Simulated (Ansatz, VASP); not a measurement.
One calculation of C, two programs

File INCAR:

```
PREC = Accurate ; ENCUT = 910
EDIFF = 1E-6 ; ISMEAR = 0
SIGMA = 0.05 ; LREAL = F
LASPH = T ; NELM = 120
ALGO = Normal ; ISIF = 2
LWAVE = F ; LCHARG = F
GGA = CA ; NBANDS = 11
GGA_COMPAT = F
```

KPOINTS

```
regular mesh
0
Gamma
  12 12 12
```

The input POSCAR:

```
C
1.0
    0.0000000000      1.8528137914      1.6423341447
    1.8528137914      0.0000000000      1.6423341447
    1.8528137914      1.8528137914      0.0000000000
C
2
Direct
    0.5000000000      0.5000000000      0.5000000000
    0.7500000000      0.7500000000      0.7500000000
```

Input for Ansatz:

```yaml
crystal:
  lattice:
    - [0.0, 1.8528137914, 1.6423341447]
    - [1.8528137914, 0.0, 1.6423341447]
    - [1.8528137914, 1.8528137914, 0.0]
  atoms:
    - { symbol: C, position: [0.5, 0.5, 0.5] }
    - { symbol: C, position: [0.75, 0.75, 0.75] }
basis:
  ecutwfc: 520.0
kpoints:
  mp_grid: { grid: [12, 12, 12] }
hamiltonian:
  xc: lda
  pseudopotentials: { kind: paw, azcp: { folder: soft_1 } }
scf:
  occupations: { method: gaussian, width: 0.05 }
output:
  forces: true
  stress: true
  eigenvalues: true
```

Alike in both runs: task single point; functional LDA; k mesh 12 × 12 × 12; occupations gaussian, width 0.05 eV; no spin polarisation.

```csv
,VASP,Ansatz
version,VASP 6.6.1,Ansatz 0.2.0
potentials or method,"VASP PAW LDA potentials, release 64 (C_h), cutoff 910 eV","scalar-relativistic, plane waves, PAW"
valence electrons in the cell,8,8
```

```csv
,VASP,Ansatz,Ansatz less VASP
gap on the k mesh at the Fermi level (eV),1.22,1.23,+0.009
least direct gap on the mesh (eV),3.66,3.66,-0.002
```

Ansatz warns that its potentials were made for another functional, while VASP's fit it. LDA's correlation is that of Perdew and Zunger in VASP and of Perdew and Wang (1992) in Ansatz.

Noted on VASP's run: the cutoff is short for stress, so the pressure is rough.
